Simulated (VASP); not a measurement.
# V (I4_1/amd) in VASP: further runs, part 2 of 2

VASP 6.6.1. The steps go on from the part before.

### 3 Single point, PBE (volume scaled by 0.6)

Input file INCAR:

```
PREC = Accurate
ENCUT = 520
EDIFF = 1E-6
ISMEAR = -1
SIGMA = 0.05
LREAL = False
LASPH = True
NELM = 80
ALGO = Normal
ISIF = 2
LWAVE = False
LCHARG = True
GGA = PE
LELF = True
LVHAR = True
NBANDS = 20
```

Input file KPOINTS:

```
regular mesh
0
Gamma
  17 17 17
```

Input file POSCAR:

```
V
1.0
   -1.9401000494      1.9401000494      1.1155444522
    1.9401000494     -1.9401000494      1.1155444522
    1.9401000494      1.9401000494     -1.1155444522
V
2
Direct
   -0.3750000000     -0.1250000000     -0.2500000000
    0.3750000000      0.1250000000      0.2500000000
```

Potentials or basis: VASP PAW PBE potentials, release 64 (V_sv).

The run is started by

```bash
$ cat potpaw_PBE.64/V_sv/POTCAR > POTCAR
$ mpirun -np 1 vasp_std > vasp.out
```

OUTCAR:

```text
PREC = Accurate
   ENCUT = 520
   EDIFF = 1E-6
   ISMEAR = -1
   LREAL = False
   LASPH = True
   NELM = 80
   ISIF = 2
   GGA = PE

 ion  position               nearest neighbor table
   1  0.625  0.875  0.750-   2 2.02   2 2.02   2 2.02   2 2.02   2 2.56   2 2.56   2 2.56   2 2.56

   2  0.375  0.125  0.250-   1 2.02   1 2.02   1 2.02   1 2.02   1 2.56   1 2.56   1 2.56   1 2.56

  LATTYP: Found a body centered tetragonal cell.
 ALAT       =     3.8802000988
 C/A-ratio  =     0.5749932600

  Lattice vectors:

 A1 = (  -1.9401000494,   1.9401000494,   1.1155444522)
 A2 = (   1.9401000494,  -1.9401000494,   1.1155444522)
 A3 = (   1.9401000494,   1.9401000494,  -1.1155444522)

Analysis of symmetry for initial positions (statically):
=====================================================================
 Subroutine PRICEL returns:
 Original cell was already a primitive cell.

 Routine SETGRP: Setting up the symmetry group for a
 body centered tetragonal supercell.

 Subroutine GETGRP returns: Found 16 space group operations
 (whereof  4 operations were pure point group operations)
[... 155 lines left out ...]

 number of electron      25.9999999 magnetization

 Free energy of the ion-electron system (eV)
  ---------------------------------------------------
  ext. energy  EPLUGINS =         0.00000000
  ---------------------------------------------------
  free energy    TOTEN  =       -12.10548689 eV

  energy without entropy =      -12.09643807  energy(sigma->0) =      -12.10096248

 E-fermi :  17.6567     XC(G=0): -15.6184

 val. band max:       17.6561480597   @ k =   0.2941   0.2941   0.1176
 cond. band min:      17.6592328471   @ k =   0.3529   0.2941   0.1176
 fundamental gap:      0.0030847874
 Fermi energy:        17.6566586601

 k-point     1 :       0.0000    0.0000    0.0000
  band No.  band energies     occupation
      1     -47.3747      2.00000
      2     -45.1143      2.00000
      3     -21.9328      2.00000
      4     -21.9328      2.00000
      5     -18.9408      2.00000
      6     -18.8866      2.00000
[... 541 lines left out ...]
     19      24.7739      0.00000
     20      30.1748      0.00000

 [... further k-points ...]
[... 5 lines left out ...]
  --------------------------------------------------------------------------------------
  -------------------------------------------------------------------------------------
  Total       22.7544672     22.7544672     22.0719333      0.0000000      0.0000000      0.0000000
  in kB     2170.6116425   2170.6116425   2105.5028431      0.0000000      0.0000000      0.0000000
  external PRESSURE =    2148.9087094 kB  Pullay stress =       0.0000000 kB

 VOLUME and BASIS-vectors are now :
 -----------------------------------------------------------------------------
  energy-cutoff  :      520.00
  volume of cell :       16.80
      direct lattice vectors                 reciprocal lattice vectors
    -1.940100049  1.940100049  1.115544452     0.000000000  0.257718668  0.448211632
     1.940100049 -1.940100049  1.115544452     0.257718668  0.000000000  0.448211632
     1.940100049  1.940100049 -1.115544452     0.257718668  0.257718668  0.000000000

 POSITION                                       TOTAL-FORCE (eV/Angst)
 -----------------------------------------------------------------------------------
      1.94010      0.97005      0.83666         0.000000     -0.000000     -0.000000
     -0.00000      0.97005      0.27889        -0.000000      0.000000      0.000000
 -----------------------------------------------------------------------------------
    total drift:                               -0.000000      0.000000      0.000000

  FREE ENERGIE OF THE ION-ELECTRON SYSTEM (eV)
  ---------------------------------------------------
  free  energy   TOTEN  =       -12.1054868863 eV

  energy  without entropy=      -12.0964380713  energy(sigma->0) =      -12.10096248
```

OSZICAR:

```text
N       E                     dE             d eps       ncg     rms          rms(c)
DAV:   1     0.315582961975E+03    0.31558E+03   -0.15850E+04 16296   0.166E+03
DAV:   2    -0.400686032295E+01   -0.31959E+03   -0.31120E+03 16836   0.510E+02
DAV:   3    -0.127153123693E+02   -0.87085E+01   -0.86384E+01 16836   0.102E+02
DAV:   4    -0.127781878923E+02   -0.62876E-01   -0.62862E-01 16856   0.911E+00
DAV:   5    -0.127791018367E+02   -0.91394E-03   -0.91394E-03 16968   0.101E+00    0.556E+01
DAV:   6    -0.121483593846E+02    0.63074E+00   -0.16359E+00 16816   0.150E+01    0.250E+01
DAV:   7    -0.121089086371E+02    0.39451E-01   -0.25022E-01 17108   0.498E+00    0.462E+00
DAV:   8    -0.121057431988E+02    0.31654E-02   -0.40335E-02 16364   0.270E+00    0.138E-01
DAV:   9    -0.121055138838E+02    0.22932E-03   -0.73568E-04 16708   0.379E-01    0.325E-02
DAV:  10    -0.121054890556E+02    0.24828E-04   -0.26279E-05 17776   0.634E-02    0.498E-02
DAV:  11    -0.121054878247E+02    0.12309E-05   -0.52260E-06 15808   0.284E-02    0.930E-03
DAV:  12    -0.121054866854E+02    0.11393E-05   -0.44074E-07  8444   0.916E-03    0.104E-03
DAV:  13    -0.121054868863E+02   -0.20089E-06   -0.27647E-08  8292   0.223E-03
   1 F= -.12105487E+02 E0= -.12100962E+02  d E =-.904882E-02
```

stdout:

```text
POSCAR found type information on POSCAR V
 POSCAR found :  1 types and       2 ions
 scaLAPACK will be used
 LDA part: xc-table for (Slater+PW92), standard interpolation
 POSCAR, INCAR and KPOINTS ok, starting setup
 FFT: planning ... GRIDC
 FFT: planning ... GRID_SOFT
 FFT: planning ... GRID
 WAVECAR not read
 entering main loop
```

Wall time 62 s (1 thread of Intel Xeon Platinum 8375C at 2.90GHz (Ice Lake), shared host); peak memory 0.23 GiB.

What came out:

```yaml
Free_energy: -12.1055 eV
Pressure: 214.9 GPa
Band_gap_on_the_k_mesh: zero (band 13 reaches 18.55 eV, above the bottom of band 14 at 16.63 eV)
```

Stress tensor (GPa, compression positive):
```
217.06   0.00   0.00
  0.00 217.06   0.00
  0.00   0.00 210.55
```

Caveat: the cell differs from its parent crystal (volume scaled by 0.6).

### 4 Single point, PBE (volume scaled by 0.92)

Input file INCAR:

```
ALGO = Normal
EDIFF = 1E-7
ENCUT = 520
GGA = PE
ISIF = 2
ISMEAR = -1
LASPH = True
LCHARG = False
LREAL = False
LWAVE = False
NBANDS = 20
NELM = 80
PREC = Accurate
SIGMA = 0.05
```

Input file KPOINTS:

```
k-points
0
Gamma
  17 17 17
```

Input file POSCAR:

```
V
1.0
   -2.2579993125      2.2579993125      1.2627695484
    2.2579993125     -2.2579993125      1.2627695484
    2.2579993125      2.2579993125     -1.2627695484
V
2
Direct
   -0.3750000000     -0.1250000000     -0.2500000000
    0.3750000000      0.1250000000      0.2500000000
```

The run is started by

```bash
$ cat potpaw_PBE.64/V_sv/POTCAR > POTCAR
$ mpirun -np 1 vasp_std > vasp.out
```

Run time: 7.4 min. Hardware: 1 thread of AMD EPYC 7R13, shared host; peak memory 0.26 GiB.

It converged, with:

| Property | Result |
| --- | --- |
| Free energy | -16.9460 eV |
| Pressure | 15.6 GPa |
| Band gap on the k mesh | zero (band 13 reaches 11.10 eV, above the bottom of band 14 at 10.18 eV) |

Stress tensor (GPa, compression positive):
```
15.76  0.00  0.00
 0.00 15.76  0.00
 0.00  0.00 15.44
```

Levels at points of the mesh, in eV from the Fermi level:
| k point | band 10 | band 11 | band 12 | band 13 | band 14 | band 15 | band 16 | band 17 |
| --- | --- | --- | --- | --- | --- | --- | --- | --- |
| (0.00, 0.00, 0.00) | -4.19 | -2.11 | -1.51 | -0.79 | 1.94 | 1.94 | 2.00 | 2.00 |

Caveat: the cell differs from its parent crystal (volume scaled by 0.92).

### 5 Single point, PBE

This run uses another cell than the first one, of 14.00 Å³/atom, 1.667 times its volume.

Input file INCAR:

```
ALGO = Normal ; EDIFF = 1E-6
ENCUT = 520 ; GGA = PE
ISIF = 2 ; ISMEAR = -1
LASPH = T ; LCHARG = F
LREAL = F ; LWAVE = F
NBANDS = 20 ; NELM = 60
PREC = Accurate ; SIGMA = 0.05
```

KPOINTS is that of step 4.

Input file POSCAR:

```
V
1.0
   -2.3278033066      2.3278033066      1.2914908162
    2.3278033066     -2.3278033066      1.2914908162
    2.3278033066      2.3278033066     -1.2914908162
V
2
Direct
   -0.3750000000     -0.1250000000     -0.2500000000
    0.3750000000      0.1250000000      0.2500000000
```

The run is started by

```bash
$ cat potpaw_PBE.64/V_sv/POTCAR > POTCAR
$ mpirun -np 1 vasp_std > vasp.out
```

It took 7.7 min on 1 thread of AMD EPYC 7R13, shared host; peak memory 0.27 GiB.

It converged, with:

```
Free energy            : -17.0518 eV
Pressure               : 0.3 GPa
Band gap on the k mesh : zero (band 13 reaches 10.02 eV, above the bottom of band 14 at 9.12 eV)
```

Stress tensor (GPa, compression positive):
```
0.34 0.00 0.00
0.00 0.34 0.00
0.00 0.00 0.19
```

Levels at points of the mesh, in eV from the Fermi level:
| k point | band 9 | band 10 | band 11 | band 12 | band 13 | band 14 | band 15 | band 16 | band 17 | band 18 |
| --- | --- | --- | --- | --- | --- | --- | --- | --- | --- | --- |
| (0.00, 0.00, 0.00) | -6.69 | -3.68 | -1.87 | -1.35 | -0.69 | 1.86 | 1.86 | 1.91 | 1.91 | 3.54 |

### 6 The runs side by side

| cell | gap on the mesh (eV) | pressure (GPa) |
| --- | --- | --- |
| a = 2.962 Å, angles 98.2, 98.2, 135.7°, 2 atoms | none | 214.9 |
| a = 3.434 Å, angles 97.8, 97.8, 136.8°, 2 atoms | none | 15.6 |
| a = 3.536 Å, angles 97.7, 97.7, 137.2°, 2 atoms | none | 0.3 |

Alike in all rows: task single point; level PBE; potentials or basis VASP PAW PBE potentials, release 64 (V_sv); no spin polarisation; k mesh 17 × 17 × 17; cutoff (eV) 520; smearing fermi-dirac 0.05 eV.

Total energies depend on the potentials used, so only differences within one code and one set of settings carry meaning.
